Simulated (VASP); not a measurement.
Runs of VASP 6.6.1 on MgS. The structure is that of space group F-43m (No. 216), or close to it. The cells are those of the table. 

```csv
task,level,cell,k mesh,smearing,grid for exact exchange (PRECFOCK),gap on the mesh (eV),pressure (GPa)
single point,PBE0,"a = 4.007 Å, angles 60.0°, 2 atoms",6 × 6 × 6,fermi-dirac 0.05 eV,Normal,5.19,-0.4
electric field gradients,BLYP+D4,"a = 3.719 Å, angles 60.0°, 2 atoms",8 × 8 × 8,gaussian 0.01 eV,-,(a),18.3
single point,PBEsol,"a = 4.007 Å, angles 60.0°, 2 atoms",6 × 6 × 6,fermi-dirac 0.05 eV,-,3.28,-0.5
single point,B3LYP,"a = 4.032 Å, angles 60.0°, 2 atoms",4 × 4 × 4,fermi-dirac 0.05 eV,Normal,(b),-0.1
single point,PBEsol,"a = 3.823 Å, angles 60.0°, 2 atoms",8 × 8 × 8,fermi-dirac 0.05 eV,-,3.56,10.0
```

Alike in all rows: potentials or basis VASP PAW PBE potentials, release 64 (S, Mg); no spin polarisation; cutoff (eV) 520.

Question: Fill in the values left out.

Answer: (a) 3.85; (b) 4.90.

Caveats: some runs use coarse meshes; the PAW data sets were made with another functional, which shifts forces and pressure a little.

A k mesh can miss the band edges.
